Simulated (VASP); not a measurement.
GaN:

```xyz
2
Lattice="0.0000 2.1494 2.1494 2.1494 0.0000 2.1494 2.1494 2.1494 0.0000" Properties=species:S:1:pos:R:3 pbc="T T T"
Ga    0.0000    0.0000    0.0000
N     2.1494    2.1494    2.1494
```

Program: VASP 6.6.1. Alike in all runs: task single point; no spin polarisation; cell as given; smearing fermi-dirac 0.05 eV.

Q: Order these runs on this cell by their pressure, lowest first.
A. level r2SCAN; potentials or basis VASP PAW PBE potentials, release 64 (Ga_d, N); k mesh 11 × 11 × 11; cutoff (eV) 520
B. level LDA; potentials or basis VASP PAW LDA potentials, release 64 (Ga_d, N_h); k mesh 11 × 11 × 11; cutoff (eV) 910; second run hard_potentials
C. level PBE0; potentials or basis VASP PAW PBE potentials, release 64 (Ga_d, N); k mesh 6 × 6 × 6; cutoff (eV) 520; grid for exact exchange (PRECFOCK) Normal

A: B (-16.3 GPa), C (-13.3 GPa), A (-11.5 GPa).

Caveats: some runs use coarse meshes; the PAW data sets were made with another functional, which shifts forces and pressure a little (some runs); the cutoff is under 1.25 times the usual one of these potentials, so pressure, stress and relaxed cells hold a basis-set (Pulay) error (some runs).
